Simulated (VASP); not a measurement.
# TiC in VASP: notebook, part 2 of 2

VASP 6.6.1.

## Step 4: Electric field gradients, PBE (equal xx and yy strain of -3 %)

Input file INCAR:

```
  PREC = Accurate
  ENCUT = 520
  EDIFF = 1E-8
  ISMEAR = -1
  SIGMA = 0.03
  LREAL = False
  LASPH = True
  NELM = 60
  ALGO = Normal
  ISIF = 2
  LWAVE = False
  LCHARG = False
  GGA = PE
  LEFG = True
  NBANDS = 15
```

Input file KPOINTS:

```
Automatic mesh
0
Gamma
  16 16 16
```

Input file POSCAR:

```
TiC
1.0
    0.0000000000      2.0990800000      2.1640000000
    2.0990800000      0.0000000000      2.1640000000
    2.0990800000      2.0990800000      0.0000000000
Ti C
1 1
Direct
    0.0000000000      0.0000000000      0.0000000000
    0.5000000000      0.5000000000      0.5000000000
```

Potentials or basis: VASP PAW PBE potentials, release 64 (Ti_sv, C).

Command:

```sh
> cat potpaw_PBE.64/Ti_sv/POTCAR potpaw_PBE.64/C/POTCAR > POTCAR
> mpirun -np 1 vasp_std > vasp.out
```

OUTCAR:

```text
PREC = Accurate
   ENCUT = 520
   EDIFF = 1E-8
   ISMEAR = -1
   LREAL = False
   LASPH = True
   NELM = 60
   ISIF = 2
   GGA = PE

 ion  position               nearest neighbor table
   1  0.000  0.000  0.000-   2 2.10   2 2.10   2 2.10   2 2.10   2 2.16   2 2.16
   2  0.500  0.500  0.500-   1 2.10   1 2.10   1 2.10   1 2.10   1 2.16   1 2.16

  LATTYP: Found a body centered tetragonal cell.
 ALAT       =     2.9685474045
 C/A-ratio  =     1.4579521262

  Lattice vectors:

 A1 = (  -2.0990800000,   0.0000000000,   2.1640000000)
 A2 = (   2.0990800000,   0.0000000000,   2.1640000000)
 A3 = (   0.0000000000,   2.0990800000,  -2.1640000000)

Analysis of symmetry for initial positions (statically):
=====================================================================
 Subroutine PRICEL returns:
 Original cell was already a primitive cell.

[... 621 lines left out ...]
  energy-cutoff  :      520.00
  volume of cell :       19.07
      direct lattice vectors                 reciprocal lattice vectors
     0.000000000  2.099080000  2.164000000    -0.238199592  0.238199592  0.231053604
     2.099080000  0.000000000  2.164000000     0.238199592 -0.238199592  0.231053604
     2.099080000  2.099080000  0.000000000     0.238199592  0.238199592 -0.231053604

 POSITION                                       TOTAL-FORCE (eV/Angst)
 -----------------------------------------------------------------------------------
      0.00000      0.00000      0.00000        -0.000000      0.000000      0.000000
      2.09908      2.09908      2.16400         0.000000     -0.000000     -0.000000
 -----------------------------------------------------------------------------------
    total drift:                                0.000000     -0.000000     -0.000000

  FREE ENERGIE OF THE ION-ELECTRON SYSTEM (eV)
  ---------------------------------------------------
  free  energy   TOTEN  =       -18.6201506068 eV

  energy  without entropy=      -18.6193775824  energy(sigma->0) =      -18.61976409

 Electric field gradients (V/A^2)
---------------------------------------------------------------------
 ion       V_xx      V_yy      V_zz      V_xy      V_xz      V_yz
---------------------------------------------------------------------
   1     -12.466   -12.466    24.933     0.002     0.000     0.000
   2      -1.743    -1.743     3.486    -0.000    -0.000    -0.000
---------------------------------------------------------------------

 Electric field gradients after diagonalization (V/A^2)
 (convention: |V_zz| > |V_xx| > |V_yy|)
----------------------------------------------------------------------
 ion       V_xx      V_yy      V_zz     asymmetry (V_yy - V_xx)/ V_zz
----------------------------------------------------------------------
   1     -12.468   -12.465    24.933       0.000
   2      -1.743    -1.743     3.486       0.000
----------------------------------------------------------------------

           NMR quadrupolar parameters

 Cq : quadrupolar parameter    Cq=e*Q*V_zz/h
 eta: asymmetry parameters     (V_yy - V_xx)/ V_zz
 Q  : nuclear electric quadrupole moment in mb (millibarn)
----------------------------------------------------------------------
 ion       Cq(MHz)       eta       Q (mb)
----------------------------------------------------------------------
   1       0.060       0.000       1.000
   2       0.008       0.000       1.000
----------------------------------------------------------------------
```

It took 1.8 min on 1 thread of Intel Xeon Platinum 8259CL at 2.50GHz (Skylake/Cascade Lake), shared host; peak memory 0.22 GiB.

Results:

```
Free energy            : -18.6202 eV
Pressure               : 19.0 GPa
Band gap on the k mesh : zero (band 8 reaches 10.98 eV, above the bottom of band 9 at 9.66 eV)
```

Electric field gradients, principal values (V/Å²):
```csv
atom,least,middle,greatest (by size)
1 Ti,-12.465,-12.468,24.933
2 C,-1.743,-1.743,3.486
```

Caveat: the cell differs from its parent crystal (equal xx and yy strain of -3 %); without QUAD_EFG the Cq values of the log hold for a quadrupole moment of 1 mb, not for the nuclei.

## Step 5: Electric field gradients, PBE (volume scaled by 1.04)

Input file INCAR:

```
  PREC = Accurate
  ENCUT = 520
  EDIFF = 1E-8
  ISMEAR = -1
  SIGMA = 0.03
  LREAL = F
  LASPH = T
  NELM = 100
  ALGO = Normal
  ISIF = 2
  LWAVE = F
  LCHARG = F
  GGA = PE
  LEFG = T
  NBANDS = 15
```

Input file KPOINTS:

```
regular mesh
0
Gamma
  16 16 16
```

Input file POSCAR:

```
TiC
1.0
    0.0000000000      2.1924769499      2.1924769499
    2.1924769499      0.0000000000      2.1924769499
    2.1924769499      2.1924769499      0.0000000000
Ti C
1 1
Direct
    0.0000000000      0.0000000000      0.0000000000
    0.5000000000      0.5000000000      0.5000000000
```

Potentials or basis: VASP PAW PBE potentials, release 64 (Ti_sv, C).

Command:

```sh
> cat potpaw_PBE.64/Ti_sv/POTCAR potpaw_PBE.64/C/POTCAR > POTCAR
> mpirun -np 1 vasp_std > vasp.out
```

OUTCAR:

```text
PREC = Accurate
   ENCUT = 520
   EDIFF = 1E-8
   ISMEAR = -1
   LREAL = F
   LASPH = T
   NELM = 100
   ISIF = 2
   GGA = PE

 ion  position               nearest neighbor table
   1  0.000  0.000  0.000-   2 2.19   2 2.19   2 2.19   2 2.19   2 2.19   2 2.19
   2  0.500  0.500  0.500-   1 2.19   1 2.19   1 2.19   1 2.19   1 2.19   1 2.19

  LATTYP: Found a face centered cubic cell.
 ALAT       =     4.3849538998

  Lattice vectors:

 A1 = (   0.0000000000,   2.1924769499,   2.1924769499)
 A2 = (   2.1924769499,   0.0000000000,   2.1924769499)
 A3 = (   2.1924769499,   2.1924769499,   0.0000000000)

Analysis of symmetry for initial positions (statically):
=====================================================================
 Subroutine PRICEL returns:
 Original cell was already a primitive cell.

 Routine SETGRP: Setting up the symmetry group for a
 face centered cubic supercell.

 Subroutine GETGRP returns: Found 48 space group operations
[... 618 lines left out ...]
  volume of cell :       21.08
      direct lattice vectors                 reciprocal lattice vectors
     0.000000000  2.192476950  2.192476950    -0.228052569  0.228052569  0.228052569
     2.192476950  0.000000000  2.192476950     0.228052569 -0.228052569  0.228052569
     2.192476950  2.192476950  0.000000000     0.228052569  0.228052569 -0.228052569

 POSITION                                       TOTAL-FORCE (eV/Angst)
 -----------------------------------------------------------------------------------
      0.00000      0.00000      0.00000         0.000000     -0.000000      0.000000
      2.19248      2.19248      2.19248        -0.000000      0.000000     -0.000000
 -----------------------------------------------------------------------------------
    total drift:                                0.000000     -0.000000     -0.000000

  FREE ENERGIE OF THE ION-ELECTRON SYSTEM (eV)
  ---------------------------------------------------
  free  energy   TOTEN  =       -18.6906072249 eV

  energy  without entropy=      -18.6892129970  energy(sigma->0) =      -18.68991011

 Electric field gradients (V/A^2)
---------------------------------------------------------------------
 ion       V_xx      V_yy      V_zz      V_xy      V_xz      V_yz
---------------------------------------------------------------------
   1      -0.000     0.000    -0.000    -0.000    -0.000    -0.000
   2      -0.000     0.000     0.000     0.000     0.000     0.000
---------------------------------------------------------------------

 Electric field gradients after diagonalization (V/A^2)
 (convention: |V_zz| > |V_xx| > |V_yy|)
----------------------------------------------------------------------
 ion       V_xx      V_yy      V_zz     asymmetry (V_yy - V_xx)/ V_zz
----------------------------------------------------------------------
   1       0.000     0.000    -0.001       0.000
   2      -0.000    -0.000     0.000       0.000
----------------------------------------------------------------------

           NMR quadrupolar parameters

 Cq : quadrupolar parameter    Cq=e*Q*V_zz/h
 eta: asymmetry parameters     (V_yy - V_xx)/ V_zz
 Q  : nuclear electric quadrupole moment in mb (millibarn)
----------------------------------------------------------------------
 ion       Cq(MHz)       eta       Q (mb)
----------------------------------------------------------------------
   1      -0.000       0.000       1.000
   2       0.000       0.000       1.000
----------------------------------------------------------------------
```

stdout:

```text
POSCAR found type information on POSCAR TiC
 POSCAR found :  2 types and       2 ions
 scaLAPACK will be used
 LDA part: xc-table for (Slater+PW92), standard interpolation
 POSCAR, INCAR and KPOINTS ok, starting setup
 FFT: planning ... GRIDC
 FFT: planning ... GRID_SOFT
 FFT: planning ... GRID
 WAVECAR not read
 entering main loop
ion   1

ion   2
```

Run time: 28 s. Hardware: 1 thread of Intel Xeon 6975P-C, shared host; peak memory 0.17 GiB.

What came out:

- Free energy: -18.6906 eV
- Pressure: -8.1 GPa
- Band gap on the k mesh: zero (band 8 reaches 9.66 eV, above the bottom of band 9 at 8.59 eV)

Caveat: without QUAD_EFG the Cq values of the log hold for a quadrupole moment of 1 mb, not for the nuclei.

## Step 6: Electric field gradients, PBE (volume scaled by 0.9405)

Input file INCAR:

```
PREC = Accurate
ENCUT = 520
EDIFF = 1E-8
ISMEAR = -1
SIGMA = 0.03
LREAL = F
LASPH = T
NELM = 100
ALGO = Normal
ISIF = 2
LWAVE = F
LCHARG = F
GGA = PE
LEFG = T
NBANDS = 15
```

Input file KPOINTS:

```
Automatic mesh
0
Gamma
  16 16 16
```

Input file POSCAR:

```
TiC
1.0
    0.0000000000      2.1202001280      2.1202001280
    2.1202001280      0.0000000000      2.1202001280
    2.1202001280      2.1202001280      0.0000000000
Ti C
1 1
Direct
    0.0000000000      0.0000000000      0.0000000000
    0.5000000000      0.5000000000      0.5000000000
```

Potentials or basis: VASP PAW PBE potentials, release 64 (Ti_sv, C).

Command:

```sh
> cat potpaw_PBE.64/Ti_sv/POTCAR potpaw_PBE.64/C/POTCAR > POTCAR
> mpirun -np 1 vasp_std > vasp.out
```

OUTCAR:

```text
PREC = Accurate
   ENCUT = 520
   EDIFF = 1E-8
   ISMEAR = -1
   LREAL = F
   LASPH = T
   NELM = 100
   ISIF = 2
   GGA = PE

 ion  position               nearest neighbor table
   1  0.000  0.000  0.000-   2 2.12   2 2.12   2 2.12   2 2.12   2 2.12   2 2.12
   2  0.500  0.500  0.500-   1 2.12   1 2.12   1 2.12   1 2.12   1 2.12   1 2.12

  LATTYP: Found a face centered cubic cell.
 ALAT       =     4.2404002560

  Lattice vectors:

 A1 = (   0.0000000000,   2.1202001280,   2.1202001280)
 A2 = (   2.1202001280,   0.0000000000,   2.1202001280)
[... 643 lines left out ...]
  ---------------------------------------------------
  free  energy   TOTEN  =       -18.6372268028 eV

  energy  without entropy=      -18.6359919348  energy(sigma->0) =      -18.63660937

 Electric field gradients (V/A^2)
---------------------------------------------------------------------
 ion       V_xx      V_yy      V_zz      V_xy      V_xz      V_yz
---------------------------------------------------------------------
   1      -0.000    -0.000    -0.000     0.001     0.001     0.001
   2      -0.000     0.000    -0.000    -0.000    -0.000    -0.000
---------------------------------------------------------------------

 Electric field gradients after diagonalization (V/A^2)
 (convention: |V_zz| > |V_xx| > |V_yy|)
----------------------------------------------------------------------
 ion       V_xx      V_yy      V_zz     asymmetry (V_yy - V_xx)/ V_zz
----------------------------------------------------------------------
   1      -0.001    -0.001     0.002       0.000
   2       0.000     0.000    -0.000       0.000
----------------------------------------------------------------------

           NMR quadrupolar parameters

 Cq : quadrupolar parameter    Cq=e*Q*V_zz/h
 eta: asymmetry parameters     (V_yy - V_xx)/ V_zz
 Q  : nuclear electric quadrupole moment in mb (millibarn)
----------------------------------------------------------------------
 ion       Cq(MHz)       eta       Q (mb)
----------------------------------------------------------------------
   1       0.000       0.000       1.000
   2      -0.000       0.000       1.000
----------------------------------------------------------------------
```

OSZICAR:

```text
N       E                     dE             d eps       ncg     rms          rms(c)
DAV:   1     0.116807661916E+03    0.11681E+03   -0.78693E+03  4373   0.128E+03
DAV:   2    -0.167042733306E+02   -0.13351E+03   -0.12517E+03  4630   0.335E+02
DAV:   3    -0.238457744460E+02   -0.71415E+01   -0.70223E+01  5573   0.768E+01
DAV:   4    -0.240684447923E+02   -0.22267E+00   -0.22245E+00  5441   0.123E+01
DAV:   5    -0.240730387997E+02   -0.45940E-02   -0.45935E-02  5623   0.158E+00    0.197E+01
DAV:   6    -0.191035732101E+02    0.49695E+01   -0.11237E+01  6170   0.567E+01    0.657E+00
DAV:   7    -0.186512232450E+02    0.45235E+00   -0.18440E+00  5083   0.194E+01    0.543E+00
DAV:   8    -0.186320524541E+02    0.19171E-01   -0.10827E-01  5044   0.412E+00    0.275E+00
DAV:   9    -0.186400483133E+02   -0.79959E-02   -0.59022E-02  5721   0.268E+00    0.847E-01
DAV:  10    -0.186381345812E+02    0.19137E-02   -0.83255E-03  5478   0.125E+00    0.519E-01
DAV:  11    -0.186372542871E+02    0.88029E-03   -0.18174E-03  5099   0.644E-01    0.983E-02
DAV:  12    -0.186372294998E+02    0.24787E-04   -0.20064E-04  4924   0.146E-01    0.178E-02
DAV:  13    -0.186372271602E+02    0.23396E-05   -0.16253E-05  5494   0.332E-02    0.491E-03
DAV:  14    -0.186372268696E+02    0.29062E-06   -0.44472E-07  5533   0.100E-02    0.394E-03
DAV:  15    -0.186372267839E+02    0.85708E-07   -0.10912E-07  5687   0.363E-03    0.456E-04
DAV:  16    -0.186372267974E+02   -0.13557E-07   -0.85229E-09  3787   0.111E-03    0.976E-05
DAV:  17    -0.186372268028E+02   -0.53878E-08   -0.75829E-10  2609   0.310E-04
   1 F= -.18637227E+02 E0= -.18636609E+02  d E =-.123487E-02
```

stdout:

```text
POSCAR found type information on POSCAR TiC
 POSCAR found :  2 types and       2 ions
 scaLAPACK will be used
 LDA part: xc-table for (Slater+PW92), standard interpolation
 POSCAR, INCAR and KPOINTS ok, starting setup
 FFT: planning ... GRIDC
 FFT: planning ... GRID_SOFT
 FFT: planning ... GRID
 WAVECAR not read
 entering main loop
ion   1

ion   2
```

Wall time 30 s (1 thread of Intel Xeon Platinum 8259CL at 2.50GHz (Skylake/Cascade Lake), shared host); peak memory 0.17 GiB.

Results:

| Item | Value |
| --- | --- |
| Free energy | -18.6372 eV |
| Pressure | 18.6 GPa |
| Band gap on the k mesh | zero (band 8 reaches 10.89 eV, above the bottom of band 9 at 9.76 eV) |

Caveat: without QUAD_EFG the Cq values of the log hold for a quadrupole moment of 1 mb, not for the nuclei.

## Step 7: The runs side by side

```tsv
cell	gap on the mesh (eV)	pressure (GPa)
a = 3.071 Å, angles 60.0°, 2 atoms	none	-1.4
a = 3.101 Å, angles 60.0°, 2 atoms	none	-8.1
a = 3.015, b = 3.015, c = 2.969 Å, angles 60.5, 60.5, 59.0°, 2 atoms	none	19.0
a = 2.998 Å, angles 60.0°, 2 atoms	none	18.6
```

Alike in all rows: task electric field gradients; level PBE; potentials or basis VASP PAW PBE potentials, release 64 (Ti_sv, C); no spin polarisation; k mesh 16 × 16 × 16; cutoff (eV) 520; smearing fermi-dirac 0.03 eV.

Absolute energies hang on the potentials; compare differences alone.
